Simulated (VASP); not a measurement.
TaN, 2 atoms in the cell. It takes space group Fm-3m (No. 225, cubic). Conventional cell: a = 4.358 Å, b = 4.358 Å, c = 4.358 Å, α = 90.00°, β = 90.00°, γ = 90.00°. Within 2.9 Å of Ta (site symmetry m-3m) lie 6 N at 2.18 Å. N (site symmetry m-3m) has 6 Ta at 2.18 Å within 2.9 Å. 

```yaml
Program: VASP 6.6.1
Task: single point
Functional: PBE
Potentials_or_basis: VASP PAW PBE potentials, release 64 (Ta_pv, N)
Cutoff: 520 eV
k_mesh: 11 × 11 × 11
Occupations: methfessel-paxton, width 0.3 eV
Spin: no spin polarisation
Dipole_correction: no
Further_INCAR_settings: ALGO = Normal; EDIFF = 1e-07; NBANDS = 15
```

Potentials or basis: VASP PAW PBE potentials, release 64 (Ta_pv, N).

Command:

```console
$ cat potpaw_PBE.64/Ta_pv/POTCAR potpaw_PBE.64/N/POTCAR > POTCAR
$ mpirun -np 1 vasp_std > vasp.out
```

Hardware: 1 thread of Intel Xeon 8259CL, with other jobs on the host.

Problem. Estimate the wall time of this run.

Solution. Wall time 19 s on 1 thread of Intel Xeon 8259CL, with other jobs on the host, peak memory 0.15 GiB. Counts: scf iterations 14, k points 56.
